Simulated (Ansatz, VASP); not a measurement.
## One calculation of Hg, two programs

The input INCAR:

```
ALGO = Fast ; EDIFF = 1E-7
ENCUT = 520 ; GGA = PS
ISIF = 2 ; ISMEAR = 0
LASPH = T ; LCHARG = F
LREAL = F ; LWAVE = F
NBANDS = 12 ; NELM = 80
PREC = Accurate ; SIGMA = 0.15
```

File KPOINTS:

```
k-points
0
Gamma
  18 18 18
```

POSCAR

```
Hg
1.0
   -2.1317858500      2.1317858500      1.8563257400
    2.1317858500     -2.1317858500      1.8563257400
    2.1317858500      2.1317858500     -1.8563257400
Hg
1
Direct
    0.0000000000      0.0000000000      0.0000000000
```

Input for Ansatz:

```yaml
crystal:
  lattice:
    - [-2.13178585, 2.13178585, 1.85632574]
    - [2.13178585, -2.13178585, 1.85632574]
    - [2.13178585, 2.13178585, -1.85632574]
  atoms:
    - { symbol: Hg, position: [0.0, 0.0, 0.0] }
basis:
  ecutwfc: 420
kpoints:
  mp_grid: { grid: [18, 18, 18] }
hamiltonian:
  xc: pbesol
scf:
  occupations: { method: gaussian, width: 0.15 }
output:
  forces: true
  stress: true
  eigenvalues: true
```

Change from the starting cell: strain +0.030 along x and y, +0.030 along z, atoms carried along.

Alike in both runs: task single point; functional PBEsol; k mesh 18 × 18 × 18; occupations gaussian, width 0.15 eV; no spin polarisation.

|  | VASP | Ansatz |
| --- | --- | --- |
| version | VASP 6.6.1 | Ansatz 0.2.0 |
| potentials or method | VASP PAW PBE potentials, release 64 (Hg), cutoff 520 eV | scalar-relativistic, plane waves, PAW |
| valence electrons in the cell | 12 | 20 |

```csv
,VASP,Ansatz,Ansatz less VASP
gap on the k mesh at the Fermi level (eV),none,none,-
pressure (GPa),-2.9,-2.9,-0.03
```

VASP's potentials were made for PBE, not for PBEsol. A gap of «none» marks a metal or a gap that the smearing closes. With one functional, cell and mesh, what is left measures potentials, basis and numerics. VASP's potentials hold 12 valence electrons a cell and Ansatz's 20, so a difference there can come from the potentials and not from the codes.

Neither program's run includes spin-orbit coupling.
